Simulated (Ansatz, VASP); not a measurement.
**TaN: VASP beside Ansatz**

```
Ta N
1.0
    -0.17201    2.08535    2.08535
     2.08535   -0.17201    2.08535
     2.08535    2.08535   -0.17201
Ta N
1 1
Direct
  0.50000 0.50000 0.50000
  0.00000 0.00000 0.00000
```

Alike in both runs: task single point; functional PBEsol; k mesh 20 × 20 × 20; occupations gaussian, width 0.15 eV; no spin polarisation.

|  | VASP | Ansatz |
| --- | --- | --- |
| version | VASP 6.6.1 | Ansatz 0.2.0 |
| potentials or method | VASP PAW PBE potentials, release 64 (Ta_pv, N), cutoff 520 eV | scalar-relativistic, plane waves, PAW |
| valence electrons in the cell | 16 | 18 |

|  | VASP | Ansatz | Ansatz less VASP |
| --- | --- | --- | --- |
| gap on the k mesh at the Fermi level (eV) | none | none | - |
| pressure (GPa) | 12.0 | 10.6 | -1.42 |
| traceless stress, the component that is largest in VASP (GPa) | 7.13 | 7.21 | +0.078 |

VASP's potentials were made for PBE, not for PBEsol, and Ansatz warns of the same on its side. A gap of «none» marks a metal or a gap that the smearing closes. VASP's potentials hold 16 valence electrons a cell and Ansatz's 18, so a difference there can come from the potentials and not from the codes.

Neither program's run includes spin-orbit coupling.
